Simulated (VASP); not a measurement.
Write the native input for VASP 6.6.1 that does the following.

```yaml
Task: single point
Functional: PBE
Potentials_or_basis: VASP PAW PBE potentials, release 64 (Si)
Cutoff: 520 eV
k_mesh: 17 × 17 × 17
Occupations: fermi-dirac, width 0.1 eV
Spin: no spin polarisation
Dipole_correction: no
Further_INCAR_settings: ALGO = Normal; EDIFF = 1e-06; NBANDS = 11
```

The structure of Si lies in POSCAR:

```
Si
1.0
   -2.2919425701      2.2919425701      1.2363314490
    2.2919425701     -2.2919425701      1.2363314490
    2.2919425701      2.2919425701     -1.2363314490
Si
2
Direct
   -0.3750000000     -0.1250000000     -0.2500000000
    0.3750000000      0.1250000000      0.2500000000
```

The input as run:

INCAR

```
SYSTEM = Si
ALGO     = Normal         ! electronic algorithm
EDIFF    = 1E-6           ! SCF threshold, eV
ENCUT    = 520            ! plane-wave cutoff, eV
GGA      = PE             ! functional
ISIF     = 2              ! what is computed and relaxed
ISMEAR   = -1             ! smearing method
LASPH    = .True.         ! aspherical terms in the spheres
LCHARG   = .True.         ! write CHGCAR
LELF     = .True.         ! ELF
LREAL    = .False.        ! projectors in reciprocal space
LVHAR    = .True.       
LWAVE    = .False.        ! write WAVECAR
NBANDS   = 11             ! bands
NELM     = 100            ! most SCF steps
PREC     = Accurate       ! precision mode
SIGMA    = 0.1            ! smearing width, eV
```

KPOINTS

```
k-points
0
Gamma
  17 17 17
  0 0 0
```

Potentials or basis: VASP PAW PBE potentials, release 64 (Si).

The run is started by

```sh
$ cat potpaw_PBE.64/Si/POTCAR > POTCAR
$ mpirun -np 1 vasp_std > vasp.out
```

Results of the run:

```
Pressure               : 25.9 GPa
Band gap on the k mesh : zero (band 4 reaches 13.71 eV, above the bottom of band 5 at 6.58 eV)
```

Wall time 40 s on 1 thread of Intel(R) Xeon(R) 6975P-C (Granite Rapids) (shared host), peak memory 0.22 GiB.
